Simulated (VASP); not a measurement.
Runs of VASP 6.6.1 on CoO. The structure is that of space group P6_3mc (No. 186), or close to it. The cells are those of the table. 

| potentials or basis | cell | cutoff (eV) | gap on the mesh (eV) | pressure (GPa) | largest force (eV/Å) |
| --- | --- | --- | --- | --- | --- |
| VASP PAW PBE potentials, release 64 (Co, O) | a = 3.198, b = 3.198, c = 5.229 Å, angles 90.0, 90.0, 120.0°, 4 atoms | 600 | none | -16.6 | 0.04 |
| VASP PAW PBE potentials, release 64 (Co_sv, O) | a = 3.110, b = 3.110, c = 5.085 Å, angles 90.0, 90.0, 120.0°, 4 atoms | 700 | none | -4.1 | 0.08 |
| VASP PAW PBE potentials, release 64 (Co, O) | a = 3.240, b = 3.240, c = 5.298 Å, angles 90.0, 90.0, 120.0°, 4 atoms | 600 | none | -20.0 | 0.03 |
| VASP PAW PBE potentials, release 64 (Co, O) | a = 3.379, b = 3.379, c = 5.525 Å, angles 90.0, 90.0, 120.0°, 4 atoms | 600 | none | (b) | 0.01 |
| VASP PAW PBE potentials, release 64 (Co_sv, O) | a = 3.198, b = 3.198, c = 5.229 Å, angles 90.0, 90.0, 120.0°, 4 atoms | 700 | none | -15.1 | 0.04 |
| VASP PAW PBE potentials, release 64 (Co, O) | a = 3.301, b = 3.301, c = 5.397 Å, angles 90.0, 90.0, 120.0°, 4 atoms | 600 | none | (a) | 0.01 |

Alike in all rows: task single point; level PBE+U; no spin polarisation; Co d U = 3.32 eV; k mesh 12 × 12 × 8; smearing gaussian 0.02 eV.

Task: Fill in the values left out.

Result: (a) -23.7; (b) -26.5.

Caveats: the run has no spin polarisation, though such a crystal can be magnetic; U without spin polarisation on a metal has little footing; the cell stands under tension (at least some runs); the stress differs along the axes, from -19 to -12 GPa (at least some runs); the stress differs along the axes, from -8 to 4 GPa (at least some runs); the stress differs along the axes, from -18 to -10 GPa (at least some runs).

A gap of «none» marks levels without a gap at the run's occupations.

The runs don't all hold the same shells in valence.
